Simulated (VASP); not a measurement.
The system is Bi4O.

```
CELL_PARAMETERS angstrom
-3.68201 3.68201 2.62549
3.68201 -3.68201 2.62549
3.68201 3.68201 -2.62549
ATOMIC_POSITIONS crystal
Bi 0.00000 0.66099 0.66099
Bi 0.00000 0.33901 0.33901
Bi 0.66099 0.00000 0.66099
Bi 0.33901 0.00000 0.33901
O 0.00000 0.00000 0.00000
```

The cell was generated, and may not be a known phase.

| Quantity | Value |
| --- | --- |
| Program | VASP 6.6.1 |
| Task | relaxation of cell and atoms |
| Functional | PBE |
| Potentials or basis | VASP PAW PBE potentials, release 64 (Bi_d, O) |
| Cutoff | 600 eV |
| k mesh | 4 × 4 × 4 |
| Occupations | gaussian, width 0.1 eV |
| Spin | no spin polarisation |

At the start: pressure 27.8 GPa; volume 28.48 Å³/atom.

**Question.** How do energy, volume and symmetry change on relaxing?

**Answer.** Over 23 steps the energy falls by 1527.3 meV/atom and the volume is 30.47 Å³/atom (+7.0 %); space group I4/mmm (No. 139, to 0.1 Å) before and after.

Step by step:
| step | energy change (eV) | largest force (eV/Å) | pressure (GPa) | volume (Å³) |
| --- | --- | --- | --- | --- |
| 1 | 0.0000 | 12.3021 | 27.75 | 142.38 |
| 2 | -3.7148 | 0.1148 | -5.13 | 269.41 |
| 3 | -4.3972 | 0.3466 | -5.32 | 250.96 |
| 4 | -5.0379 | 0.4631 | -5.36 | 235.05 |
| 5 | -6.7152 | 0.0605 | -2.46 | 184.94 |
| 6 | -6.6817 | 0.8004 | 0.35 | 172.06 |
| 7 | -6.7531 | 0.2957 | -1.54 | 179.80 |
| 8 | -6.7536 | 0.3438 | -1.36 | 178.95 |
| 9 | -6.8946 | 0.2428 | -0.34 | 172.54 |
| 10 | -7.0352 | 0.1056 | 1.94 | 161.97 |
| 11 | -6.8803 | 0.3749 | 9.08 | 141.02 |
| 12 | -7.0514 | 0.0252 | 3.43 | 156.55 |
| 13 | -7.1131 | 0.0033 | 3.20 | 156.22 |
| 14 | -7.3098 | 0.1876 | 2.53 | 154.96 |
| 15 | -7.6118 | 0.0907 | 1.10 | 151.18 |
| 16 | -7.6205 | 0.1589 | 0.66 | 149.08 |
| 17 | -7.6286 | 0.1151 | 0.79 | 149.95 |
| 18 | -7.6283 | 0.1258 | 0.75 | 149.75 |
| 19 | -7.6341 | 0.0862 | 0.37 | 151.16 |
| 20 | -7.6357 | 0.0592 | 0.11 | 152.19 |
| 21 | -7.6357 | 0.0526 | 0.06 | 152.39 |
| 22 | -7.6363 | 0.0453 | 0.02 | 152.36 |
| 23 | -7.6367 | 0.0374 | -0.02 | 152.33 |

Final structure:
```
Bi O
1.0
    -4.30967    4.30967    2.05040
     4.30967   -4.30967    2.05040
     4.30967    4.30967   -2.05040
Bi O
4 1
Direct
  0.00000 0.71344 0.71344
  0.00000 0.28656 0.28656
  0.71344 0.00000 0.71344
  0.28656 0.00000 0.28656
  0.00000 0.00000 0.00000
```

Caveat: the k points lie up to 0.42 Å⁻¹ apart in the final cell, too coarse for converged energies and pressures of a metal.
